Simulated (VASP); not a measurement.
# AlRu (zincblende type) (F-43m) in VASP: a series of runs

Runs on AlRu (zincblende type). Level: PBE. Tasks: single point, relaxation of cell and atoms.

All numbers are computed with VASP 6.6.1; they aren't measurements. Logs are shortened: lines on timing, memory, paths and dates and some standing lists are left out, and cuts for length are marked.

### 1 The cell of the first run

It takes space group F-43m (No. 216, cubic). Conventional cell: a = 5.097 Å, b = 5.097 Å, c = 5.097 Å, α = 90.00°, β = 90.00°, γ = 90.00°. Ru (site symmetry -43m) has 4 Al at 2.21 Å within 2.9 Å. Within 2.9 Å of Al (site symmetry -43m) lie 4 Ru at 2.21 Å.

### 2 Single point, PBE

INCAR

```
ALGO = Normal ; EDIFF = 1E-7
ENCUT = 520 ; GGA = PE
ISIF = 2 ; ISMEAR = -1
LASPH = T ; LCHARG = T
LELF = T ; LREAL = F
LVHAR = T ; LWAVE = F
NBANDS = 16 ; NELM = 80
PREC = Accurate ; SIGMA = 0.1
```

KPOINTS

```
k-points
0
Gamma
  12 12 12
```

POSCAR

```
AlRu
1.0
    0.0000000000      2.5486486938      2.5486486938
    2.5486486938      0.0000000000      2.5486486938
    2.5486486938      2.5486486938      0.0000000000
Ru Al
1 1
Direct
    0.0000000000      0.0000000000      0.0000000000
    0.2500000000      0.2500000000      0.2500000000
```

Potentials or basis: VASP PAW PBE potentials, release 64 (Ru_pv, Al).

Command:

```bash
> cat potpaw_PBE.64/Ru_pv/POTCAR potpaw_PBE.64/Al/POTCAR > POTCAR
> mpirun -np 1 vasp_std > vasp.out
```

OUTCAR:

```text
EDIFF = 1E-7
   ENCUT = 520
   GGA = PE
   ISIF = 2
   ISMEAR = -1
   LASPH = T
   LREAL = F
   NELM = 80
   PREC = Accurate

 ion  position               nearest neighbor table
   1  0.000  0.000  0.000-   2 2.21   2 2.21   2 2.21   2 2.21
   2  0.250  0.250  0.250-   1 2.21   1 2.21   1 2.21   1 2.21

  LATTYP: Found a face centered cubic cell.
 ALAT       =     5.0972973876

  Lattice vectors:

 A1 = (   0.0000000000,   2.5486486938,   2.5486486938)
 A2 = (   2.5486486938,   0.0000000000,   2.5486486938)
 A3 = (   2.5486486938,   2.5486486938,   0.0000000000)

Analysis of symmetry for initial positions (statically):
=====================================================================
 Subroutine PRICEL returns:
 Original cell was already a primitive cell.

 Routine SETGRP: Setting up the symmetry group for a
 face centered cubic supercell.

 Subroutine GETGRP returns: Found 24 space group operations
 (whereof 24 operations were pure point group operations)
 out of a pool of 48 trial point group operations.

The static configuration has the point symmetry T_d .

Analysis of symmetry for dynamics (positions and initial velocities):
=====================================================================
 Subroutine PRICEL returns:
 Original cell was already a primitive cell.

 Routine SETGRP: Setting up the symmetry group for a
 face centered cubic supercell.

 Subroutine GETGRP returns: Found 24 space group operations
 (whereof 24 operations were pure point group operations)
 out of a pool of 48 trial point group operations.

The dynamic configuration has the point symmetry T_d .

 Subroutine INISYM returns: Found 24 space group operations
 (whereof 24 operations are pure point group operations),
 and found     1 'primitive' translations

----------------------------------------------------------------------------------------

                                     Primitive cell

  volume of cell :      33.1101

  direct lattice vectors                    reciprocal lattice vectors
     0.000000000  2.548648694  2.548648694    -0.196182393  0.196182393  0.196182393
     2.548648694  0.000000000  2.548648694     0.196182393 -0.196182393  0.196182393
     2.548648694  2.548648694  0.000000000     0.196182393  0.196182393 -0.196182393

  length of vectors
     3.604333548  3.604333548  3.604333548     0.339797872  0.339797872  0.339797872

  position of ions in fractional coordinates (direct lattice)
     0.000000000  0.000000000  0.000000000
     0.250000000  0.250000000  0.250000000

  ion indices of the primitive-cell ions
   primitive index   ion index
                 1           1
                 2           2

----------------------------------------------------------------------------------------

 KPOINTS: k-points

Automatic generation of k-mesh.
 Grid dimensions read from file:
 generate k-points for:   12   12   12

 Generating k-lattice:

  Cartesian coordinates                     Fractional coordinates (reciprocal lattice)
    -0.016348533  0.016348533  0.016348533     0.083333333  0.000000000  0.000000000
     0.016348533 -0.016348533  0.016348533     0.000000000  0.083333333  0.000000000
     0.016348533  0.016348533 -0.016348533     0.000000000  0.000000000  0.083333333

  Length of vectors
     0.028316489  0.028316489  0.028316489

  Shift w.r.t. Gamma in fractional coordinates (k-lattice)
     0.000000000  0.000000000  0.000000000

 Subroutine IBZKPT returns following result:
 ===========================================

 Found     72 irreducible k-points:

 Following reciprocal coordinates:
            Coordinates               Weight
  0.000000  0.000000  0.000000      1.000000
  0.083333  0.000000  0.000000      8.000000
  0.166667  0.000000  0.000000      8.000000
  0.250000  0.000000  0.000000      8.000000
  0.333333  0.000000  0.000000      8.000000
  0.416667  0.000000  0.000000      8.000000
[... 16 lines left out ...]
  0.500000  0.166667  0.000000     24.000000
 -0.416667  0.166667  0.000000     24.000000
 [... further k-points ...]
   k-points           NKPTS =     72   k-points in BZ     NKDIM =     72   number of bands    NBANDS=     16
   number of dos      NEDOS =    301   number of ions     NIONS =      2
   total plane-waves  NPLWV =  21952
   dimension x,y,z NGX =    28 NGY =   28 NGZ =   28
   dimension x,y,z NGXF=    56 NGYF=   56 NGZF=   56
   ions per type =               1   1
   NGX,Y,Z   is equivalent  to a cutoff of  12.91, 12.91, 12.91 a.u.
   NGXF,Y,Z  is equivalent  to a cutoff of  25.83, 25.83, 25.83 a.u.
 SYSTEM =  unknown system
   PREC   = accura    normal or accurate (medium, high low for compatibility)
   ISTART =      0    job   : 0-new  1-cont  2-samecut
   ICHARG =      2    charge: 1-file 2-atom 10-const
   ISPIN  =      1    spin polarized calculation?
   LNONCOLLINEAR =      F non collinear calculations
   LSORBIT =      F    spin-orbit coupling
   LASPH  =      T    aspherical Exc in radial PAW
   ENCUT  =  520.0 eV  38.22 Ry    6.18 a.u.   6.70  6.70  6.70*2*pi/ulx,y,z
   NELM   =     80;   NELMIN=  2; NELMDL= -5     # of ELM steps
   EDIFF  = 0.1E-06   stopping-criterion for ELM
   LREAL  =      F    real-space projection
   EDIFFG = 0.1E-05   stopping-criterion for IOM
   NSW    =      0    number of steps for IOM
   IBRION =     -1    ionic relax: 0-MD 1-quasi-New 2-CG
   NFREE  =      0    steps in history (QN), initial steepest desc. (CG)
   ISIF   =      2    stress and relaxation
   ISYM   =      2    0-nonsym 1-usesym 2-fastsym
   POTIM  = 0.5000    time-step for ionic-motion
   TEBEG  =    0.0;   TEEND  =   0.0 temperature during run
   PSTRESS=    0.0 pullay stress
   NELECT =      17.0000    total number of electrons
   NUPDOWN=      -1.0000    fix difference up-down
   EMIN   =  10.00;   EMAX   =-10.00  energy-range for DOS
   EFERMI =   0.00;   METHOD = LEGACY
   ISMEAR =    -1;   SIGMA  =   0.10  broadening in eV -4-tet -1-fermi 0-gaus
   EFERMI_NEDOS =   21; number of points for ismear=-14 and -15
   IALGO  =     38    algorithm
   IMIX   =      4    mixing-type and parameters
     AMIX     =   0.40;   BMIX     =  1.00
     AMIX_MAG =   1.60;   BMIX_MAG =  1.00
  volume/ion in A,a.u.               =      16.56       111.72
  Fermi-wavevector in a.u.,A,eV,Ry     =   1.310905  2.477251 23.381224  1.718471
  Thomas-Fermi vector in A             =   2.441403
   LORBIT       =      0    0 simple, 1 ext, 2 COOP (PROOUT), +10 PAW based schemes
   GGA     = PE    functional components
   LHFCALC =     F    Hartree Fock is set to
   AEXX    =    0.0000 exact exchange contribution
   IVDW    =     0    specifies the selected vdW correction
   LEPSILON=     F    determine dielectric tensor
   LRPA    =     F    only Hartree local field effects (RPA)
 non-spin polarized calculation
  energy-cutoff  :      520.00
  volume of cell :       33.11
 maximum number of plane-waves:       911
   NGX = 13   NGY = 13   NGZ = 13

 number of electron      17.0000001 magnetization

 Free energy of the ion-electron system (eV)
  ---------------------------------------------------
  ext. energy  EPLUGINS =         0.00000000
  ---------------------------------------------------
  free energy    TOTEN  =       -10.15536983 eV

  energy without entropy =      -10.08041024  energy(sigma->0) =      -10.11789004

 E-fermi :   7.3743     XC(G=0): -11.1728

 val. band max:        7.3740431908   @ k =   0.5000   0.2500   0.0833
 cond. band min:       7.3805166828   @ k =   0.5000   0.3333   0.0833
 fundamental gap:      0.0064734920
 Fermi energy:         7.3743098684

 k-point     1 :       0.0000    0.0000    0.0000
  band No.  band energies     occupation
      1     -33.8589      2.00000
      2     -33.8589      2.00000
      3     -33.8589      2.00000
      4      -0.2924      2.00000
      5       5.0538      2.00000
      6       5.0538      2.00000
[... 8 lines left out ...]
     15      20.1041      0.00000
     16      20.1041      0.00000

 k-point     2 :       0.0833    0.0000    0.0000
  band No.  band energies     occupation
      1     -33.8623      2.00000
      2     -33.8594      2.00000
      3     -33.8594      2.00000
      4      -0.1617      2.00000
      5       5.0081      2.00000
      6       5.1002      2.00000
[... 8 lines left out ...]
     15      19.9830      0.00000
     16      20.0216      0.00000

 k-point     3 :       0.1667    0.0000    0.0000
  band No.  band energies     occupation
      1     -33.8717      2.00000
      2     -33.8607      2.00000
      3     -33.8607      2.00000
      4       0.2180      2.00000
      5       4.8939      2.00000
      6       5.2107      2.00000
[... 8 lines left out ...]
     15      19.6897      0.00000
     16      19.9980      0.00000

 k-point     4 :       0.2500    0.0000    0.0000
  band No.  band energies     occupation
      1     -33.8845      2.00000
      2     -33.8625      2.00000
      3     -33.8625      2.00000
      4       0.8035      2.00000
      5       4.7710      2.00000
      6       5.3051      2.00000
[... 8 lines left out ...]
     15      19.5137      0.00000
     16      20.6920      0.00000
[... 324 lines left out ...]
 k-point    22 :       0.4167    0.1667    0.0000
  band No.  band energies     occupation
      1     -33.8995      2.00000
      2     -33.8709      2.00000
      3     -33.8688      2.00000
      4       2.0912      2.00000
      5       4.5073      2.00000
      6       5.2425      2.00000
[... 8 lines left out ...]
     15      20.5302      0.00000
     16      21.0044      0.00000

 k-point    23 :       0.5000    0.1667    0.0000
  band No.  band energies     occupation
      1     -33.9049      2.00000
      2     -33.8737      2.00000
      3     -33.8689      2.00000
      4       2.5653      2.00000
      5       4.6053      2.00000
      6       5.1951      2.00000
[... 8 lines left out ...]
     15      20.3235      0.00000
     16      21.0046      0.00000

 k-point    24 :      -0.4167    0.1667    0.0000
  band No.  band energies     occupation
      1     -33.9053      2.00000
      2     -33.8753      2.00000
      3     -33.8679      2.00000
      4       2.6371      2.00000
      5       4.7224      2.00000
      6       5.1456      2.00000
[... 8 lines left out ...]
     15      20.5593      0.00000
     16      21.0049      0.00000

 [... further k-points ...]

------------------------ aborting loop because EDIFF is reached ----------------------------------------

  FORCE on cell =-STRESS in cart. coord.  units (eV):
  Direction    XX          YY          ZZ          XY          YZ          ZX
  --------------------------------------------------------------------------------------
  -------------------------------------------------------------------------------------
  Total        6.2313077      6.2313077      6.2313077      0.0000000     -0.0000000      0.0000000
  in kB      301.5295330    301.5295330    301.5295330      0.0000000     -0.0000000      0.0000000
  external PRESSURE =     301.5295330 kB  Pullay stress =       0.0000000 kB

 VOLUME and BASIS-vectors are now :
 -----------------------------------------------------------------------------
  energy-cutoff  :      520.00
  volume of cell :       33.11
      direct lattice vectors                 reciprocal lattice vectors
     0.000000000  2.548648694  2.548648694    -0.196182393  0.196182393  0.196182393
     2.548648694  0.000000000  2.548648694     0.196182393 -0.196182393  0.196182393
     2.548648694  2.548648694  0.000000000     0.196182393  0.196182393 -0.196182393

 POSITION                                       TOTAL-FORCE (eV/Angst)
 -----------------------------------------------------------------------------------
      0.00000      0.00000      0.00000        -0.000000     -0.000000     -0.000000
      1.27432      1.27432      1.27432         0.000000      0.000000      0.000000
 -----------------------------------------------------------------------------------
    total drift:                               -0.000001     -0.000001     -0.000000

  FREE ENERGIE OF THE ION-ELECTRON SYSTEM (eV)
  ---------------------------------------------------
  free  energy   TOTEN  =       -10.1553698318 eV

  energy  without entropy=      -10.0804102394  energy(sigma->0) =      -10.11789004
```

Wall time 39 s (1 thread of Intel Xeon 8259CL, shared host); peak memory 0.18 GiB.

What came out:

| Property | Result |
| --- | --- |
| Free energy | -10.1554 eV |
| Pressure | 30.2 GPa |
| Band gap on the k mesh | zero (an odd number of electrons rules out a gap without spin polarisation) |

Caveat: the cell stands under pressure.

### 3 Single point, PBE

INCAR

```
SYSTEM = AlRu
PREC = Accurate
ENCUT = 520
EDIFF = 1E-6
ISMEAR = -1
SIGMA = 0.1
LREAL = .False.
LASPH = .True.
NELM = 100
ALGO = Normal
ISIF = 2
LWAVE = .False.
LCHARG = .False.
GGA = PE
NBANDS = 16
```

KPOINTS

```
Automatic mesh
0
Gamma
  12 12 12
  0 0 0
```

POSCAR

```
AlRu
1.0
    0.0000000000      2.5476785073      2.5476785073
    2.5476785073      0.0000000000      2.5476785073
    2.5476785073      2.5476785073      0.0000000000
Ru Al
1 1
Direct
    0.0000000000      0.0000000000      0.0000000000
    0.2500000000      0.2500000000      0.2500000000
```

Potentials or basis: VASP PAW PBE potentials, release 64 (Ru_pv, Al).

Command:

```bash
> cat potpaw_PBE.64/Ru_pv/POTCAR potpaw_PBE.64/Al/POTCAR > POTCAR
> mpirun -np 1 vasp_std > vasp.out
```

Run time: 48 s. Hardware: 1 thread of Intel Xeon 8259CL, shared host; peak memory 0.18 GiB.

Results (log left out):

* Free energy: -10.1482 eV
* Pressure: 30.4 GPa
* Band gap on the k mesh: zero (an odd number of electrons rules out a gap without spin polarisation)

Levels at points of the mesh, in eV from the Fermi level:
```
           k point  band 6  band 7  band 8  band 9  band 10  band 11  band 12  band 13
(0.00, 0.00, 0.00)   -2.32   -2.32   -0.78   -0.78     9.47     9.47     9.47    10.97
(0.50, 0.00, 0.00)   -2.11   -2.11   -0.27   -0.27     1.03     7.48     7.48     9.10
(0.50, 0.50, 0.00)   -0.88   -0.47   -0.47    0.09     2.10     3.57     3.57     9.10
```

Caveat: the cell stands under pressure.

[end of part 1 of 2]
